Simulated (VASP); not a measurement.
# VCrC2 (R-3m) in VASP: a series of runs

The runs below take VCrC2 through single point, with r2SCAN.

Program: VASP 6.6.1. These are calculated values, not measurements. Logs are shortened: lines on timing, memory, paths and dates and some standing lists are left out, and cuts for length are marked.

## (1) The cell of the first run

The structure is trigonal, space group R-3m (No. 166). Conventional cell: a = 2.921 Å, b = 2.921 Å, c = 14.218 Å, α = 90.00°, β = 90.00°, γ = 120.00°. Cr (site symmetry -3m) has 6 C at 2.05 Å within 2.7 Å. V (site symmetry -3m) has 6 C at 2.07 Å within 2.7 Å. Within 2.7 Å of C (site symmetry 3m) lie 3 Cr at 2.05 Å and 3 V at 2.07 Å.

## (2) Single point, r2SCAN, collinear spin, ferromagnetic start

POSCAR

```
VCrC2
1.0
    1.4606320425      0.8432963029      4.7393853233
   -1.4606320425      0.8432963029      4.7393853233
    0.0000000000     -1.6865926058      4.7393853233
Cr V C
1 1 2
Direct
    0.5000000000      0.5000000000      0.5000000000
    0.0000000000      0.0000000000      0.0000000000
    0.2487590000      0.2487590000      0.2487590000
    0.7512410000      0.7512410000      0.7512410000
```

INCAR.step1

```
PREC     = Accurate       # precision mode
ENCUT    = 520            # plane-wave cutoff, eV
ISMEAR   = -1             # smearing method
SIGMA    = 0.05           # smearing width, eV
LREAL    = False          # projectors in reciprocal space
LASPH    = True           # aspherical terms in the spheres
NELM     = 150            # most SCF steps
ISPIN    = 2              # spin polarisation
MAGMOM   = 3 2 0 0        # initial moments
LMAXMIX  = 4              # l up to which the mixer works
NBANDS   = 28             # bands
GGA      = PE             # functional
ALGO     = Normal         # electronic algorithm
EDIFF    = 1E-4           # SCF threshold, eV
LWAVE    = True           # write WAVECAR
LCHARG   = False          # write CHGCAR
```

INCAR.step2

```
PREC     = Accurate       # precision mode
ENCUT    = 520            # plane-wave cutoff, eV
EDIFF    = 1E-7           # SCF threshold, eV
ISMEAR   = -1             # smearing method
SIGMA    = 0.05           # smearing width, eV
LREAL    = False          # projectors in reciprocal space
LASPH    = True           # aspherical terms in the spheres
NELM     = 150            # most SCF steps
ALGO     = Normal         # electronic algorithm
ISIF     = 2              # what is computed and relaxed
LWAVE    = False          # write WAVECAR
LCHARG   = True           # write CHGCAR
ISPIN    = 2              # spin polarisation
MAGMOM   = 3 2 0 0        # initial moments
LORBIT   = 11             # projections on sites
LMAXMIX  = 4              # l up to which the mixer works
METAGGA  = R2SCAN         # meta-GGA
LMIXTAU  = True         
LELF     = True           # ELF
LVHAR    = True         
NBANDS   = 28             # bands
ISTART   = 1
```

KPOINTS

```
regular mesh
0
Gamma
  11 11 11
```

Potentials or basis: VASP PAW PBE potentials, release 64 (Cr_pv, V_sv, C).

Launch:

```sh
$ cat potpaw_PBE.64/Cr_pv/POTCAR potpaw_PBE.64/V_sv/POTCAR potpaw_PBE.64/C/POTCAR > POTCAR
$ cp INCAR.step1 INCAR
$ mpirun -np 1 vasp_std > vasp.out
$ cp INCAR.step2 INCAR
$ mpirun -np 1 vasp_std > vasp.out
```

OUTCAR:

```text
PREC = Accurate
   ENCUT = 520
   EDIFF = 1E-7
   ISMEAR = -1
   LREAL = False
   LASPH = True
   NELM = 150
   ISIF = 2
   ISPIN = 2
   LORBIT = 11
   METAGGA = R2SCAN
   ISTART = 1

 ion  position               nearest neighbor table
   1  0.500  0.500  0.500-   3 2.05   4 2.05   3 2.05   3 2.05   4 2.05   4 2.05   2 2.91   2 2.91
                             2 2.91   2 2.91   2 2.91   2 2.91
   2  0.000  0.000  0.000-   4 2.07   3 2.07   4 2.07   4 2.07   3 2.07   3 2.07   1 2.91   1 2.91
                             1 2.91   1 2.91   1 2.91   1 2.91
   3  0.249  0.249  0.249-   1 2.05   1 2.05   1 2.05   2 2.07   2 2.07   2 2.07
   4  0.751  0.751  0.751-   1 2.05   1 2.05   1 2.05   2 2.07   2 2.07   2 2.07

  LATTYP: Found a trigonal (rhomboedric) cell.
 ALAT       =     5.0305434956
 COS(alpha) =     0.8313905832

  Lattice vectors:

 A1 = (   1.4606320425,   0.8432963029,   4.7393853233)
 A2 = (  -1.4606320425,   0.8432963029,   4.7393853233)
 A3 = (   0.0000000000,  -1.6865926058,   4.7393853233)

Analysis of symmetry for initial positions (statically):
=====================================================================
 Subroutine PRICEL returns:
 Original cell was already a primitive cell.

 Routine SETGRP: Setting up the symmetry group for a
 trigonal (rhombohedral) supercell.

 Subroutine GETGRP returns: Found 12 space group operations
 (whereof 12 operations were pure point group operations)
 out of a pool of 12 trial point group operations.

The static configuration has the point symmetry D_3d.

Analysis of symmetry for dynamics (positions and initial velocities):
=====================================================================
 Subroutine PRICEL returns:
 Original cell was already a primitive cell.

 Routine SETGRP: Setting up the symmetry group for a
 trigonal (rhombohedral) supercell.

 Subroutine GETGRP returns: Found 12 space group operations
 (whereof 12 operations were pure point group operations)
 out of a pool of 12 trial point group operations.

The dynamic configuration has the point symmetry D_3d.

Analysis of structural, dynamic, and magnetic symmetry:
=====================================================================
 Subroutine PRICEL returns:
 Original cell was already a primitive cell.

 Routine SETGRP: Setting up the symmetry group for a
 trigonal (rhombohedral) supercell.

 Subroutine GETGRP returns: Found 12 space group operations
 (whereof 12 operations were pure point group operations)
 out of a pool of 12 trial point group operations.

The overall configuration has the point symmetry D_3d.

 Subroutine INISYM returns: Found 12 space group operations
 (whereof 12 operations are pure point group operations),
 and found     1 'primitive' translations

----------------------------------------------------------------------------------------

                                     Primitive cell

  volume of cell :      35.0263

  direct lattice vectors                    reciprocal lattice vectors
     1.460632042  0.843296303  4.739385323     0.342317562  0.197637137  0.070332609
    -1.460632042  0.843296303  4.739385323    -0.342317562  0.197637137  0.070332609
     0.000000000 -1.686592606  4.739385323     0.000000000 -0.395274273  0.070332609

  length of vectors
     5.030543496  5.030543496  5.030543496     0.401482785  0.401482785  0.401482785

  position of ions in fractional coordinates (direct lattice)
     0.500000000  0.500000000  0.500000000
     0.000000000  0.000000000  0.000000000
     0.248759000  0.248759000  0.248759000
     0.751241000  0.751241000  0.751241000

  ion indices of the primitive-cell ions
   primitive index   ion index
                 1           1
                 2           2
                 3           3
                 4           4

----------------------------------------------------------------------------------------

 KPOINTS: regular mesh

Automatic generation of k-mesh.
 Grid dimensions read from file:
 generate k-points for:   11   11   11

 Generating k-lattice:

  Cartesian coordinates                     Fractional coordinates (reciprocal lattice)
     0.031119778  0.017967012  0.006393874     0.090909091  0.000000000  0.000000000
    -0.031119778  0.017967012  0.006393874     0.000000000  0.090909091  0.000000000
     0.000000000 -0.035934025  0.006393874     0.000000000  0.000000000  0.090909091

  Length of vectors
     0.036498435  0.036498435  0.036498435

  Shift w.r.t. Gamma in fractional coordinates (k-lattice)
     0.000000000  0.000000000  0.000000000

 Subroutine IBZKPT returns following result:
 ===========================================

 Found    146 irreducible k-points:

 Following reciprocal coordinates:
            Coordinates               Weight
  0.000000  0.000000  0.000000      1.000000
  0.090909  0.000000  0.000000      6.000000
  0.181818 -0.000000  0.000000      6.000000
  0.272727 -0.000000  0.000000      6.000000
  0.363636  0.000000  0.000000      6.000000
  0.454545 -0.000000  0.000000      6.000000
[... 16 lines left out ...]
 -0.272727  0.181818 -0.000000     12.000000
 -0.181818  0.181818  0.000000      6.000000
 [... further k-points ...]
   k-points           NKPTS =    146   k-points in BZ     NKDIM =    146   number of bands    NBANDS=     28
   number of dos      NEDOS =    301   number of ions     NIONS =      4
   total plane-waves  NPLWV =  64000
   dimension x,y,z NGX =    40 NGY =   40 NGZ =   40
   dimension x,y,z NGXF=    80 NGYF=   80 NGZF=   80
   ions per type =               1   1   2
   NGX,Y,Z   is equivalent  to a cutoff of  13.22, 13.22, 13.22 a.u.
   NGXF,Y,Z  is equivalent  to a cutoff of  26.44, 26.44, 26.44 a.u.
 SYSTEM =  unknown system
   PREC   = accura    normal or accurate (medium, high low for compatibility)
   ISTART =      1    job   : 0-new  1-cont  2-samecut
   ICHARG =      0    charge: 1-file 2-atom 10-const
   ISPIN  =      2    spin polarized calculation?
   LNONCOLLINEAR =      F non collinear calculations
   LSORBIT =      F    spin-orbit coupling
   LASPH  =      T    aspherical Exc in radial PAW
   ENCUT  =  520.0 eV  38.22 Ry    6.18 a.u.   9.35  9.35  9.35*2*pi/ulx,y,z
   NELM   =    150;   NELMIN=  2; NELMDL=  0     # of ELM steps
   EDIFF  = 0.1E-06   stopping-criterion for ELM
   LREAL  =      F    real-space projection
   EDIFFG = 0.1E-05   stopping-criterion for IOM
   NSW    =      0    number of steps for IOM
   IBRION =     -1    ionic relax: 0-MD 1-quasi-New 2-CG
   NFREE  =      0    steps in history (QN), initial steepest desc. (CG)
   ISIF   =      2    stress and relaxation
   ISYM   =      2    0-nonsym 1-usesym 2-fastsym
   POTIM  = 0.5000    time-step for ionic-motion
   TEBEG  =    0.0;   TEEND  =   0.0 temperature during run
   PSTRESS=    0.0 pullay stress
   NELECT =      33.0000    total number of electrons
   NUPDOWN=      -1.0000    fix difference up-down
   EMIN   =  10.00;   EMAX   =-10.00  energy-range for DOS
   EFERMI =   0.00;   METHOD = LEGACY
   ISMEAR =    -1;   SIGMA  =   0.05  broadening in eV -4-tet -1-fermi 0-gaus
   EFERMI_NEDOS =   21; number of points for ismear=-14 and -15
   IALGO  =     38    algorithm
   IMIX   =      4    mixing-type and parameters
     AMIX     =   0.40;   BMIX     =  1.00
     AMIX_MAG =   1.60;   BMIX_MAG =  1.00
  volume/ion in A,a.u.               =       8.76        59.09
  Fermi-wavevector in a.u.,A,eV,Ry     =   1.604900  3.032822 35.044592  2.575705
  Thomas-Fermi vector in A             =   2.701332
   LORBIT       =     11    0 simple, 1 ext, 2 COOP (PROOUT), +10 PAW based schemes
   METAGGA = R2SCAN    functional components
   LHFCALC =     F    Hartree Fock is set to
   AEXX    =    0.0000 exact exchange contribution
   IVDW    =     0    specifies the selected vdW correction
   LEPSILON=     F    determine dielectric tensor
   LRPA    =     F    only Hartree local field effects (RPA)
 spin polarized calculation
  energy-cutoff  :      520.00
  volume of cell :       35.03
 maximum number of plane-waves:       966
 NGX is ok and might be reduce to    40
   NGX = 19   NGY = 19   NGZ = 19

 number of electron      32.9999997 magnetization       0.0298875

 number of electron      32.9999997 magnetization      -0.1752150

 Free energy of the ion-electron system (eV)
  ---------------------------------------------------
  ext. energy  EPLUGINS =         0.00000000
  ---------------------------------------------------
  free energy    TOTEN  =       -49.56304914 eV

  energy without entropy =      -49.53548381  energy(sigma->0) =      -49.54926647

 E-fermi :  11.1854     XC(G=0): -14.6137

 val. band max:       11.1834862512   @ k =  -0.2727  -0.2727   0.0909
 cond. band min:      11.1926964434   @ k =  -0.1818   0.4545   0.1818
 fundamental gap:      0.0092101921
 Fermi energy:        11.1854000261

 spin component 1

 k-point     1 :       0.0000    0.0000    0.0000
  band No.  band energies     occupation
      1     -56.5138      1.00000
      2     -34.4019      1.00000
      3     -34.0208      1.00000
      4     -34.0208      1.00000
      5     -29.3263      1.00000
      6     -29.0531      1.00000
[... 20 lines left out ...]
     27      19.8164      0.00000
     28      23.4874      0.00000
[... 683 lines left out ...]
 k-point    24 :      -0.1818    0.1818    0.0000
  band No.  band energies     occupation
      1     -56.4799      1.00000
      2     -34.3720      1.00000
      3     -34.1625      1.00000
      4     -34.0721      1.00000
      5     -29.2860      1.00000
      6     -29.2840      1.00000
[... 20 lines left out ...]
     27      24.2330      0.00000
     28      24.5247      0.00000

 [... further k-points ...]

 spin component 2

 k-point     1 :       0.0000    0.0000    0.0000
  band No.  band energies     occupation
      1     -56.6092      1.00000
      2     -34.4050      1.00000
      3     -34.4050      1.00000
      4     -34.1710      1.00000
      5     -29.4142      1.00000
      6     -29.1520      1.00000
[... 20 lines left out ...]
     27      19.8191      0.00000
     28      23.4757      0.00000
[... 683 lines left out ...]
 k-point    24 :      -0.1818    0.1818    0.0000
  band No.  band energies     occupation
      1     -56.5754      1.00000
      2     -34.5437      1.00000
      3     -34.4553      1.00000
      4     -34.1402      1.00000
      5     -29.3837      1.00000
      6     -29.3726      1.00000
[... 20 lines left out ...]
     27      24.2140      0.00000
     28      24.4997      0.00000

 [... further k-points ...]

------------------------ aborting loop because EDIFF is reached ----------------------------------------

  FORCE on cell =-STRESS in cart. coord.  units (eV):
  Direction    XX          YY          ZZ          XY          YZ          ZX
  --------------------------------------------------------------------------------------
  -------------------------------------------------------------------------------------
  Total       -0.9154831     -0.9154831     -1.1394473     -0.0000000     -0.0000000      0.0000000
  in kB      -41.8761399    -41.8761399    -52.1207347     -0.0000000     -0.0000000      0.0000000
  external PRESSURE =     -45.2910049 kB  Pullay stress =       0.0000000 kB

 VOLUME and BASIS-vectors are now :
 -----------------------------------------------------------------------------
  energy-cutoff  :      520.00
  volume of cell :       35.03
      direct lattice vectors                 reciprocal lattice vectors
     1.460632042  0.843296303  4.739385323     0.342317562  0.197637137  0.070332609
    -1.460632042  0.843296303  4.739385323    -0.342317562  0.197637137  0.070332609
     0.000000000 -1.686592606  4.739385323     0.000000000 -0.395274273  0.070332609

 POSITION                                       TOTAL-FORCE (eV/Angst)
 -----------------------------------------------------------------------------------
      0.00000      0.00000      7.10908        -0.000000     -0.000000      0.000000
      0.00000      0.00000      0.00000         0.000000      0.000000      0.000000
      0.00000      0.00000      3.53689         0.000000      0.000000      0.037783
      0.00000      0.00000     10.68126         0.000000     -0.000000     -0.037783
 -----------------------------------------------------------------------------------
    total drift:                                0.000000      0.000000      0.000000

  FREE ENERGIE OF THE ION-ELECTRON SYSTEM (eV)
  ---------------------------------------------------
  free  energy   TOTEN  =       -49.5630491402 eV

  energy  without entropy=      -49.5354838054  energy(sigma->0) =      -49.54926647

 total charge

# of ion       s       p       d       tot
------------------------------------------
    1        0.488   6.449   4.298  11.235
    2        2.261   6.329   3.142  11.732
    3        0.908   1.532   0.000   2.440
    4        0.908   1.532   0.000   2.440
--------------------------------------------------
tot          4.566  15.842   7.440  27.848

 magnetization (x)

# of ion       s       p       d       tot
------------------------------------------
    1       -0.003  -0.001  -0.126  -0.130
    2       -0.001   0.001  -0.070  -0.070
    3        0.001   0.009   0.000   0.010
    4        0.001   0.009   0.000   0.010
--------------------------------------------------
tot         -0.001   0.017  -0.196  -0.181
```

It took 54 min on 1 thread of AMD EPYC 9R45 (Zen 5), shared host; peak memory 0.46 GiB.

Results:

- Free energy: -49.5630 eV
- Pressure: -4.5 GPa
- Largest force: 0.038 eV/Å
- Net moment: -0.18 μB per cell
- Site moments: Cr -0.13; V -0.07; C +0.01 μB
- Valence electrons inside the program's atomic spheres: Cr 11.23; V 11.73; C 2.44

Forces on the atoms (eV/Å):
```
Cr   0.000  0.000  0.000
V    0.000  0.000  0.000
C    0.000  0.000  0.038
C    0.000  0.000 -0.038
```

Levels at points of the mesh, in eV from the Fermi level:
Spin up:
```tsv
k point	band 12	band 13	band 14	band 15	band 16	band 17	band 18	band 19	band 20	band 21
(0.00, 0.00, 0.00)	-4.94	-1.50	-1.29	-1.29	-0.53	-0.53	0.87	0.87	0.90	0.90
```
Spin down:
| k point | band 15 | band 16 | band 17 | band 18 | band 19 | band 20 |
| --- | --- | --- | --- | --- | --- | --- |
| (0.00, 0.00, 0.00) | -1.29 | -0.63 | -0.63 | 0.65 | 0.65 | 0.90 |

Caveat: the cell stands under tension; the PAW data sets were made with another functional, which shifts forces and pressure a little.

## (3) Single point, r2SCAN, collinear spin, ferromagnetic start

This run uses another cell than the first one, of 8.41 Å³/atom.

POSCAR

```
VCrC2
1.0
    1.4408913517      0.8318990098      4.6753317237
   -1.4408913517      0.8318990098      4.6753317237
    0.0000000000     -1.6637980196      4.6753317237
Cr V C
1 1 2
Direct
    0.5000000000      0.5000000000      0.5000000000
    0.0000000000      0.0000000000      0.0000000000
    0.2487590000      0.2487590000      0.2487590000
    0.7512410000      0.7512410000      0.7512410000
```

INCAR.step1

```
SYSTEM = VCrC2
PREC     = Accurate       ! precision mode
ENCUT    = 520            ! plane-wave cutoff, eV
ISMEAR   = -1             ! smearing method
SIGMA    = 0.05           ! smearing width, eV
LREAL    = .False.        ! projectors in reciprocal space
LASPH    = .True.         ! aspherical terms in the spheres
NELM     = 150            ! most SCF steps
ISPIN    = 2              ! spin polarisation
MAGMOM   = 3 2 0 0        ! initial moments
LMAXMIX  = 4              ! l up to which the mixer works
NBANDS   = 28             ! bands
GGA      = PE             ! functional
ALGO     = Normal         ! electronic algorithm
EDIFF    = 1E-4           ! SCF threshold, eV
LWAVE    = .True.         ! write WAVECAR
LCHARG   = .False.        ! write CHGCAR
```

INCAR.step2

```
SYSTEM = VCrC2
PREC     = Accurate       ! precision mode
ENCUT    = 520            ! plane-wave cutoff, eV
EDIFF    = 1E-6           ! SCF threshold, eV
ISMEAR   = -1             ! smearing method
SIGMA    = 0.05           ! smearing width, eV
LREAL    = .False.        ! projectors in reciprocal space
LASPH    = .True.         ! aspherical terms in the spheres
NELM     = 150            ! most SCF steps
ALGO     = Normal         ! electronic algorithm
ISIF     = 2              ! what is computed and relaxed
LWAVE    = .False.        ! write WAVECAR
LCHARG   = .False.        ! write CHGCAR
ISPIN    = 2              ! spin polarisation
MAGMOM   = 3 2 0 0        ! initial moments
LORBIT   = 11             ! projections on sites
LMAXMIX  = 4              ! l up to which the mixer works
METAGGA  = R2SCAN         ! meta-GGA
LMIXTAU  = .True.       
NBANDS   = 28             ! bands
ISTART   = 1
```

KPOINTS

```
Automatic mesh
0
Gamma
  11 11 11
  0 0 0
```

Potentials or basis: VASP PAW PBE potentials, release 64 (Cr_pv, V_sv, C).

Launch:

```sh
$ cat potpaw_PBE.64/Cr_pv/POTCAR potpaw_PBE.64/V_sv/POTCAR potpaw_PBE.64/C/POTCAR > POTCAR
$ cp INCAR.step1 INCAR
$ mpirun -np 1 vasp_std > vasp.out
$ cp INCAR.step2 INCAR
$ mpirun -np 1 vasp_std > vasp.out
```

It took 1.6 h on 1 thread of Intel Xeon 8259CL, shared host; peak memory 0.48 GiB.

The run converged. Its results:

| Item | Value |
| --- | --- |
| Free energy | -49.5467 eV |
| Pressure | 8.8 GPa |
| Largest force | 0.044 eV/Å |
| Net moment | -0.01 μB per cell |
| Valence electrons inside the program's atomic spheres | Cr 11.32; V 11.84; C 2.48 |

Forces on the atoms (eV/Å):
```
Cr   0.000  0.000  0.000
V    0.000  0.000  0.000
C    0.000  0.000  0.044
C    0.000  0.000 -0.044
```

Levels at points of the mesh, in eV from the Fermi level:
Spin up:
```tsv
k point	band 13	band 14	band 15	band 16	band 17	band 18	band 19	band 20	band 21	band 22
(0.00, 0.00, 0.00)	-1.59	-1.59	-1.52	-0.65	-0.65	0.80	0.80	0.86	0.86	0.95
```
Spin down:
| k point | band 15 | band 16 | band 17 | band 18 | band 19 | band 20 |
| --- | --- | --- | --- | --- | --- | --- |
| (0.00, 0.00, 0.00) | -1.51 | -0.65 | -0.65 | 0.79 | 0.79 | 0.87 |

Caveat: the cell stands under pressure; the moments typed at the start vanished in this run; the PAW data sets were made with another functional, which shifts forces and pressure a little.
